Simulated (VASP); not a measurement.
Runs of VASP 6.6.1 on Re. The structure is that of space group P6_3/mmc (No. 194), or close to it. The cells are those of the table. 

```tsv
task	level	potentials or basis	cell	cutoff (eV)	gap on the mesh (eV)	pressure (GPa)
single point	PBEsol	VASP PAW PBE potentials, release 64 (Re)	a = 2.727, b = 2.727, c = 8.816 Å, angles 90.0, 90.0, 120.0°, 4 atoms	520	none	10.3
relaxation of cell and atoms	PBEsol	VASP PAW PBE potentials, release 64 (Re)	relaxed to 10 GPa from a = 2.766, b = 2.766, c = 8.939 Å, angles 90.0, 90.0, 120.0°, 4 atoms	600	-	10.0
single point	PBEsol	VASP PAW PBE potentials, release 64 (Re)	a = 2.749, b = 2.749, c = 8.888 Å, angles 90.0, 90.0, 120.0°, 4 atoms	520	none	0.0
single point	PBEsol	VASP PAW PBE potentials, release 64 (Re)	a = 2.738, b = 2.738, c = 8.851 Å, angles 90.0, 90.0, 120.0°, 4 atoms	520	none	(a)
single point	LDA	VASP PAW LDA potentials, release 64 (Re_sv_GW)	a = 2.736, b = 2.736, c = 8.837 Å, angles 90.0, 90.0, 120.0°, 4 atoms	560	none	0.0
```

Alike in all rows: no spin polarisation; k mesh 11 × 11 × 3; smearing fermi-dirac 0.05 eV.

**Question.** Fill in the values left out.

**Answer.** (a) 5.2.

Caveats: spin-orbit coupling is left out, which moves the levels of the heavy elements; the PAW data sets were made with another functional, which shifts forces and pressure a little (at least some runs); the cell stands under pressure (at least some runs); the cell is relaxed towards a set pressure, so the run minimises the enthalpy, not the energy (at least some runs); the highest band is partly filled, so the run has too few bands (at least some runs).

A k mesh can miss the band edges, and the runs leave out spin-orbit coupling on Re.

A gap of «none» marks levels without a gap at the run's occupations.

The runs don't all hold the same shells in valence.
